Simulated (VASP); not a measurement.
Input of a VASP 6.6.1 run:

File INCAR:

```
  PREC = Accurate
  ENCUT = 400
  EDIFF = 1E-8
  ISMEAR = -1
  SIGMA = 0.02
  LREAL = False
  LASPH = True
  NELM = 120
  ALGO = Normal
  ISIF = 2
  LWAVE = False
  LCHARG = False
  GGA = PS
  LEFG = True
  NBANDS = 17
  GGA_COMPAT = False
```

Contents of KPOINTS:

```
Automatic mesh
0
Gamma
  8 8 8
```

POSCAR

```
Na2S
1.0
    0.0000000000      3.2630000000      3.2630000000
    3.2630000000      0.0000000000      3.2630000000
    3.2630000000      3.2630000000      0.0000000000
Na S
2 1
Direct
    0.2500000000      0.2500000000      0.2500000000
    0.7500000000      0.7500000000      0.7500000000
    0.0000000000      0.0000000000      0.0000000000
```

Potentials or basis: VASP PAW PBE potentials, release 64 (Na_pv, S).

Run with:

```console
$ cat potpaw_PBE.64/Na_pv/POTCAR potpaw_PBE.64/S/POTCAR > POTCAR
$ mpirun -np 1 vasp_std > vasp.out
```

(1) Estimate the band gap on the k mesh.

(2) Predict the pressure.

Answers

(1) 2.39 eV.

(2) -0.5 GPa.

Caveat: the PAW data sets were made with another functional, which shifts forces and pressure a little.
